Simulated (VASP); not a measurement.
# Cu (P6_3/mmc) in VASP: notebook

Cu is run at these levels: PBEsol; tasks: single point.

All numbers are computed with VASP 6.6.1; they aren't measurements. Logs are shortened: lines on timing, memory, paths and dates and some standing lists are left out, and cuts for length are marked.

### Step 1. The cell of the first run

Symmetry: P6_3/mmc, No. 194, hexagonal system. Conventional cell: a = 2.425 Å, b = 2.425 Å, c = 7.917 Å, α = 90.00°, β = 90.00°, γ = 120.00°. Cu (site symmetry -3m) has 12 Cu at 2.42 to 2.43 Å within 3.2 Å. Cu (site symmetry -6m2) has 12 Cu at 2.42 to 2.43 Å within 3.2 Å.

This isn't the form of Cu at room conditions, which is fcc.

### Step 2. Single point, PBEsol

Input file INCAR:

```
SYSTEM = Cu
PREC = Accurate
ENCUT = 520
EDIFF = 1E-7
ISMEAR = -1
SIGMA = 0.1
LREAL = .False.
LASPH = .True.
NELM = 80
ALGO = Normal
ISIF = 2
LWAVE = .False.
LCHARG = .False.
GGA = PS
NBANDS = 30
```

Input file KPOINTS:

```
regular mesh
0
Gamma
  10 10 3
  0 0 0
```

Input file POSCAR:

```
Cu
1.0
    2.4251905766      0.0000000000      0.0000000000
   -1.2125952883      2.1002767298      0.0000000000
    0.0000000000      0.0000000000      7.9171648893
Cu
4
Direct
    0.0000000000      0.0000000000      0.0000000000
    0.3333333333      0.6666666667      0.2500000000
    0.0000000000      0.0000000000      0.5000000000
    0.6666666667      0.3333333333      0.7500000000
```

Potentials or basis: VASP PAW PBE potentials, release 64 (Cu).

Started as:

```bash
cat potpaw_PBE.64/Cu/POTCAR > POTCAR
mpirun -np 1 vasp_std > vasp.out
```

OUTCAR:

```text
SYSTEM = Cu
   PREC = Accurate
   ENCUT = 520
   EDIFF = 1E-7
   ISMEAR = -1
   LREAL = .False.
   LASPH = .True.
   NELM = 80
   ISIF = 2
   GGA = PS

 ion  position               nearest neighbor table
   1  0.000  0.000  0.000-   2 2.42   4 2.42   4 2.42   2 2.42   4 2.42   2 2.42
   2  0.333  0.667  0.250-   1 2.42   3 2.42   1 2.42   3 2.42   1 2.42   3 2.42
   3  0.000  0.000  0.500-   2 2.42   4 2.42   4 2.42   2 2.42   4 2.42   2 2.42
   4  0.667  0.333  0.750-   1 2.42   3 2.42   1 2.42   3 2.42   1 2.42   3 2.42

  LATTYP: Found a hexagonal cell.
 ALAT       =     2.4251905766
 C/A-ratio  =     3.2645537079

  Lattice vectors:

 A1 = (   2.4251905766,   0.0000000000,   0.0000000000)
 A2 = (  -1.2125952883,   2.1002767298,   0.0000000000)
 A3 = (   0.0000000000,   0.0000000000,   7.9171648893)

Analysis of symmetry for initial positions (statically):
=====================================================================
 Subroutine PRICEL returns:
 Original cell was already a primitive cell.

 Routine SETGRP: Setting up the symmetry group for a
 hexagonal supercell.

 Subroutine GETGRP returns: Found 24 space group operations
 (whereof 12 operations were pure point group operations)
 out of a pool of 24 trial point group operations.

The static configuration has the point symmetry D_3d.
 The point group associated with its full space group is D_6h.

Analysis of symmetry for dynamics (positions and initial velocities):
=====================================================================
 Subroutine PRICEL returns:
 Original cell was already a primitive cell.

 Routine SETGRP: Setting up the symmetry group for a
 hexagonal supercell.

 Subroutine GETGRP returns: Found 24 space group operations
 (whereof 12 operations were pure point group operations)
 out of a pool of 24 trial point group operations.

The dynamic configuration has the point symmetry D_3d.
 The point group associated with its full space group is D_6h.

 Subroutine INISYM returns: Found 24 space group operations
 (whereof 12 operations are pure point group operations),
 and found     1 'primitive' translations

----------------------------------------------------------------------------------------

                                     Primitive cell

  volume of cell :      40.3266

  direct lattice vectors                    reciprocal lattice vectors
     2.425190577  0.000000000  0.000000000     0.412338729  0.238063867  0.000000000
    -1.212595288  2.100276730  0.000000000     0.000000000  0.476127734  0.000000000
     0.000000000  0.000000000  7.917164889     0.000000000  0.000000000  0.126307840

  length of vectors
     2.425190577  2.425190647  7.917164889     0.476127748  0.476127734  0.126307840

  position of ions in fractional coordinates (direct lattice)
     0.000000000  0.000000000  0.000000000
     0.333333333  0.666666667  0.250000000
     0.000000000  0.000000000  0.500000000
     0.666666667  0.333333333  0.750000000

  ion indices of the primitive-cell ions
   primitive index   ion index
                 1           1
                 2           2
                 3           3
                 4           4

----------------------------------------------------------------------------------------

 KPOINTS: regular mesh

Automatic generation of k-mesh.
 Grid dimensions read from file:
 generate k-points for:   10   10    3

 Generating k-lattice:

  Cartesian coordinates                     Fractional coordinates (reciprocal lattice)
     0.041233873  0.023806387  0.000000000     0.100000000 -0.000000000  0.000000000
     0.000000000  0.047612773  0.000000000     0.000000000  0.100000000  0.000000000
     0.000000000  0.000000000  0.042102613     0.000000000  0.000000000  0.333333333

  Length of vectors
     0.047612775  0.047612773  0.042102613

  Shift w.r.t. Gamma in fractional coordinates (k-lattice)
     0.000000000  0.000000000  0.000000000

 Subroutine IBZKPT returns following result:
 ===========================================

 Found     28 irreducible k-points:

 Following reciprocal coordinates:
            Coordinates               Weight
  0.000000  0.000000  0.000000      1.000000
  0.100000  0.000000  0.000000      6.000000
  0.200000  0.000000  0.000000      6.000000
  0.300000 -0.000000  0.000000      6.000000
  0.400000  0.000000  0.000000      6.000000
  0.500000 -0.000000  0.000000      3.000000
[... 16 lines left out ...]
  0.300000  0.100000  0.333333     24.000000
  0.400000  0.100000  0.333333     24.000000
 [... further k-points ...]
   k-points           NKPTS =     28   k-points in BZ     NKDIM =     28   number of bands    NBANDS=     30
   number of dos      NEDOS =    301   number of ions     NIONS =      4
   total plane-waves  NPLWV =  19440
   dimension x,y,z NGX =    18 NGY =   18 NGZ =   60
   dimension x,y,z NGXF=    36 NGYF=   36 NGZF=  120
   ions per type =               4
   NGX,Y,Z   is equivalent  to a cutoff of  12.34, 12.34, 12.60 a.u.
   NGXF,Y,Z  is equivalent  to a cutoff of  24.68, 24.68, 25.20 a.u.
 SYSTEM =  Cu
   PREC   = accura    normal or accurate (medium, high low for compatibility)
   ISTART =      0    job   : 0-new  1-cont  2-samecut
   ICHARG =      2    charge: 1-file 2-atom 10-const
   ISPIN  =      1    spin polarized calculation?
   LNONCOLLINEAR =      F non collinear calculations
   LSORBIT =      F    spin-orbit coupling
   LASPH  =      T    aspherical Exc in radial PAW
   ENCUT  =  520.0 eV  38.22 Ry    6.18 a.u.   4.51  4.51 14.72*2*pi/ulx,y,z
   NELM   =     80;   NELMIN=  2; NELMDL= -5     # of ELM steps
   EDIFF  = 0.1E-06   stopping-criterion for ELM
   LREAL  =      F    real-space projection
   EDIFFG = 0.1E-05   stopping-criterion for IOM
   NSW    =      0    number of steps for IOM
   IBRION =     -1    ionic relax: 0-MD 1-quasi-New 2-CG
   NFREE  =      0    steps in history (QN), initial steepest desc. (CG)
   ISIF   =      2    stress and relaxation
   ISYM   =      2    0-nonsym 1-usesym 2-fastsym
   POTIM  = 0.5000    time-step for ionic-motion
   TEBEG  =    0.0;   TEEND  =   0.0 temperature during run
   PSTRESS=    0.0 pullay stress
   NELECT =      44.0000    total number of electrons
   NUPDOWN=      -1.0000    fix difference up-down
   EMIN   =  10.00;   EMAX   =-10.00  energy-range for DOS
   EFERMI =   0.00;   METHOD = LEGACY
   ISMEAR =    -1;   SIGMA  =   0.10  broadening in eV -4-tet -1-fermi 0-gaus
   EFERMI_NEDOS =   21; number of points for ismear=-14 and -15
   IALGO  =     38    algorithm
   IMIX   =      4    mixing-type and parameters
     AMIX     =   0.40;   BMIX     =  1.00
     AMIX_MAG =   1.60;   BMIX_MAG =  1.00
  volume/ion in A,a.u.               =      10.08        68.03
  Fermi-wavevector in a.u.,A,eV,Ry     =   1.685369  3.184886 38.646927  2.840469
  Thomas-Fermi vector in A             =   2.768225
   LORBIT       =      0    0 simple, 1 ext, 2 COOP (PROOUT), +10 PAW based schemes
   GGA     = PS    functional components
   LHFCALC =     F    Hartree Fock is set to
   AEXX    =    0.0000 exact exchange contribution
   IVDW    =     0    specifies the selected vdW correction
   LEPSILON=     F    determine dielectric tensor
   LRPA    =     F    only Hartree local field effects (RPA)
 non-spin polarized calculation
  energy-cutoff  :      520.00
  volume of cell :       40.33
 maximum number of plane-waves:      1111
 NGX is ok and might be reduce to    18
   NGX =  9   NGY =  9   NGZ = 29

 number of electron      44.0000077 magnetization

 Free energy of the ion-electron system (eV)
  ---------------------------------------------------
  ext. energy  EPLUGINS =         0.00000000
  ---------------------------------------------------
  free energy    TOTEN  =       -16.82757021 eV

  energy without entropy =      -16.77750336  energy(sigma->0) =      -16.80253679

 E-fermi :   9.4939     XC(G=0): -13.8599

 val. band max:        9.4721180994   @ k =   0.1000   0.0000   0.0000
 cond. band min:       9.4947741452   @ k =   0.3000  -0.0000   0.3333
 fundamental gap:      0.0226560458
 Fermi energy:         9.4938590175

 k-point     1 :       0.0000    0.0000    0.0000
  band No.  band energies     occupation
      1      -1.1400      2.00000
      2       1.2051      2.00000
      3       1.2223      2.00000
      4       3.4517      2.00000
      5       5.6268      2.00000
      6       5.6272      2.00000
[... 22 lines left out ...]
     29      32.6280      0.00000
     30      33.4197      0.00000

 k-point     2 :       0.1000    0.0000    0.0000
  band No.  band energies     occupation
      1      -0.7787      2.00000
      2       1.5215      2.00000
      3       1.5380      2.00000
      4       3.6700      2.00000
      5       5.4504      2.00000
      6       5.5366      2.00000
[... 22 lines left out ...]
     29      30.4061      0.00000
     30      30.4105      0.00000

 k-point     3 :       0.2000    0.0000    0.0000
  band No.  band energies     occupation
      1       0.2613      2.00000
      2       2.3648      2.00000
      3       2.3787      2.00000
      4       4.1739      2.00000
      5       5.1772      2.00000
      6       5.2956      2.00000
[... 22 lines left out ...]
     29      25.7351      0.00000
     30      25.9170      0.00000

 k-point     4 :       0.3000   -0.0000    0.0000
  band No.  band energies     occupation
      1       1.7928      2.00000
      2       3.2637      2.00000
      3       3.2784      2.00000
      4       4.4010      2.00000
      5       4.8601      2.00000
      6       5.0370      2.00000
[... 22 lines left out ...]
     29      25.5105      0.00000
     30      25.6965      0.00000

 k-point     5 :       0.4000    0.0000    0.0000
  band No.  band energies     occupation
      1       3.1874      2.00000
      2       3.5721      2.00000
      3       3.7100      2.00000
      4       4.2502      2.00000
      5       4.6520      2.00000
      6       4.7938      2.00000
[... 22 lines left out ...]
     29      23.1523      0.00000
     30      23.7542      0.00000
[... 526 lines left out ...]
     29      27.0741      0.00000
     30      27.3730      0.00000

 k-point    22 :       0.2000    0.1000    0.3333
  band No.  band energies     occupation
      1       1.4595      2.00000
      2       2.1116      2.00000
      3       3.9582      2.00000
      4       4.4575      2.00000
      5       4.8801      2.00000
      6       4.9483      2.00000
[... 22 lines left out ...]
     29      24.3747      0.00000
     30      24.9922      0.00000

 k-point    23 :       0.3000    0.1000    0.3333
  band No.  band energies     occupation
      1       2.9239      2.00000
      2       3.2579      2.00000
      3       4.0621      2.00000
      4       4.4060      2.00000
      5       4.5890      2.00000
      6       4.7560      2.00000
[... 22 lines left out ...]
     29      22.6702      0.00000
     30      22.9147      0.00000

 k-point    24 :       0.4000    0.1000    0.3333
  band No.  band energies     occupation
      1       3.6891      2.00000
      2       3.8166      2.00000
      3       3.9793      2.00000
      4       4.1973      2.00000
      5       4.4624      2.00000
      6       4.5798      2.00000
[... 22 lines left out ...]
     29      21.6684      0.00000
     30      22.2450      0.00000

 [... further k-points ...]

------------------------ aborting loop because EDIFF is reached ----------------------------------------

  FORCE on cell =-STRESS in cart. coord.  units (eV):
  Direction    XX          YY          ZZ          XY          YZ          ZX
  --------------------------------------------------------------------------------------
  -------------------------------------------------------------------------------------
  Total        6.7786936      6.7786942      6.6515634      0.0000000      0.0000000      0.0000000
  in kB      269.3174573    269.3174782    264.2665731      0.0000000      0.0000000      0.0000000
  external PRESSURE =     267.6338362 kB  Pullay stress =       0.0000000 kB

 VOLUME and BASIS-vectors are now :
 -----------------------------------------------------------------------------
  energy-cutoff  :      520.00
  volume of cell :       40.33
      direct lattice vectors                 reciprocal lattice vectors
     2.425190577  0.000000000  0.000000000     0.412338729  0.238063867  0.000000000
    -1.212595288  2.100276730  0.000000000     0.000000000  0.476127734  0.000000000
     0.000000000  0.000000000  7.917164889     0.000000000  0.000000000  0.126307840

 POSITION                                       TOTAL-FORCE (eV/Angst)
 -----------------------------------------------------------------------------------
      0.00000      0.00000      0.00000         0.000000      0.000000     -0.000000
     -0.00000      1.40018      1.97929         0.000000     -0.000000      0.000000
      0.00000      0.00000      3.95858         0.000000      0.000000     -0.000000
      1.21260      0.70009      5.93787        -0.000000      0.000000     -0.000000
 -----------------------------------------------------------------------------------
    total drift:                                0.000000     -0.000000      0.000000

  FREE ENERGIE OF THE ION-ELECTRON SYSTEM (eV)
  ---------------------------------------------------
  free  energy   TOTEN  =       -16.8275702142 eV

  energy  without entropy=      -16.7775033621  energy(sigma->0) =      -16.80253679
```

It took 55 s on 1 thread of Intel Xeon 8259CL, shared host; peak memory 0.16 GiB.

Results:

```yaml
Free_energy: -16.8276 eV
Pressure: 26.8 GPa
Band_gap_on_the_k_mesh: zero (bands 22 and 23 overlap by 5.23 eV)
```

Caveat: the cell stands under pressure; the PAW data sets were made with another functional, which shifts forces and pressure a little.

### Step 3. Single point, PBEsol

This run uses another cell than the first one, of 10.54 Å³/atom.

Edit INCAR of step 2 so:

```diff
@@ -8,3 +8,3 @@
 LASPH = .True.
-NELM = 80
+NELM = 60
 ALGO = Normal
```

Input file KPOINTS:

```
Automatic mesh
0
Gamma
  10 10 3
  0 0 0
```

Input file POSCAR:

```
Cu
1.0
    2.4613927882      0.0000000000      0.0000000000
   -1.2306963941      2.1316287660      0.0000000000
    0.0000000000      0.0000000000      8.0353489533
Cu
4
Direct
    0.0000000000      0.0000000000      0.0000000000
    0.3333333333      0.6666666667      0.2500000000
    0.0000000000      0.0000000000      0.5000000000
    0.6666666667      0.3333333333      0.7500000000
```

Potentials or basis: VASP PAW PBE potentials, release 64 (Cu).

Started as:

```bash
cat potpaw_PBE.64/Cu/POTCAR > POTCAR
mpirun -np 1 vasp_std > vasp.out
```

Wall time 60 s (1 thread of Intel Xeon 8259CL, shared host); peak memory 0.16 GiB.

Results (log left out):

* Free energy: -17.0664 eV
* Pressure: 15.2 GPa
* Band gap on the k mesh: zero (bands 22 and 23 overlap by 5.08 eV)

Stress tensor (GPa, compression positive):
```
15.40  0.00  0.00
 0.00 15.40  0.00
 0.00  0.00 14.72
```

Levels at points of the mesh, in eV from the Fermi level:
| k point | band 20 | band 21 | band 22 | band 23 | band 24 | band 25 | band 26 | band 27 |
| --- | --- | --- | --- | --- | --- | --- | --- | --- |
| (0.00, 0.00, 0.00) | -2.08 | -2.08 | -1.74 | -1.74 | -1.34 | 4.40 | 13.46 | 13.46 |
| (0.50, 0.00, 0.00) | -1.56 | -0.84 | 0.25 | 1.10 | 1.70 | 5.22 | 5.24 | 9.11 |

Caveat: the cell stands under pressure; the PAW data sets were made with another functional, which shifts forces and pressure a little.

(Continued in part 2 of 2.)
